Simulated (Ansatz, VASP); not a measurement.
**NaCl in VASP and in Ansatz**

Contents of INCAR:

```
PREC = Accurate
ENCUT = 520
EDIFF = 1E-7
ISMEAR = 0
SIGMA = 0.01
LREAL = False
LASPH = True
NELM = 100
ALGO = Normal
ISIF = 2
LWAVE = False
LCHARG = False
GGA = CA
NBANDS = 14
```

The input KPOINTS:

```
regular mesh
0
Gamma
  8 8 8
```

Contents of POSCAR:

```
NaCl
1.0
    2.7321942157      2.7321942157      0.0000000000
   -2.7321942157      2.7321942157      0.0000000000
    0.0000000000      2.7321942157      2.7321942157
Na Cl
1 1
Direct
    0.0000000000      0.0000000000      0.0000000000
    0.5000000000      0.5000000000      0.0000000000
```

Input for Ansatz:

```yaml
crystal:
  lattice:
    - [2.73219421572, 2.73219421572, 0.0]
    - [-2.73219421572, 2.73219421572, 0.0]
    - [0.0, 2.73219421572, 2.73219421572]
  atoms:
    - { symbol: Na, position: [0.0, 0.0, 0.0] }
    - { symbol: Cl, position: [0.5, 0.5, 0.0] }
kpoints:
  mp_grid: { grid: [8, 8, 8] }
scf:
  occupations: { method: fixed }
  convergence: { dr2_threshold: 1.0e-10 }
hamiltonian:
  xc: lda
  pseudopotentials: { kind: all_electron, lapw: { basis_error: 0.0005 } }
output:
  forces: true
  stress: true
  eigenstates:
    kpoints:
      - [0.0, 0.0, 0.0]
      - [-0.5, -0.5, -0.5]
      - [-0.5, 0.5, 0.0]
      - [0.0, 0.0, -0.5]
      - [0.0, -0.5, -0.5]
      - [0.0, 0.5, 0.0]
      - [-0.5, 0.0, 0.0]
      - [-0.5, 0.0, -0.5]
  eigenvalues: true
```

Change from the starting cell: unstrained.

Alike in both runs: task single point; functional LDA; k mesh 8 × 8 × 8; no spin polarisation.

|  | VASP | Ansatz |
| --- | --- | --- |
| version | VASP 6.6.1 | Ansatz 0.2.0 |
| potentials or method | VASP PAW LDA potentials, release 64 (Na_pv, Cl), cutoff 520 eV | all-electron LAPW, scalar-relativistic |
| occupations | gaussian, width 0.01 eV | fixed |

|  | VASP | Ansatz | Ansatz less VASP |
| --- | --- | --- | --- |
| gap on the k mesh at the Fermi level (eV) | 5.08 | 5.08 | -0.005 |
| pressure (GPa) | 0.0 | 0.0 | +0.01 |

LDA's correlation is that of Perdew and Zunger in VASP and of Perdew and Wang (1992) in Ansatz. Ansatz ran all-electron here, and VASP with PAW potentials.
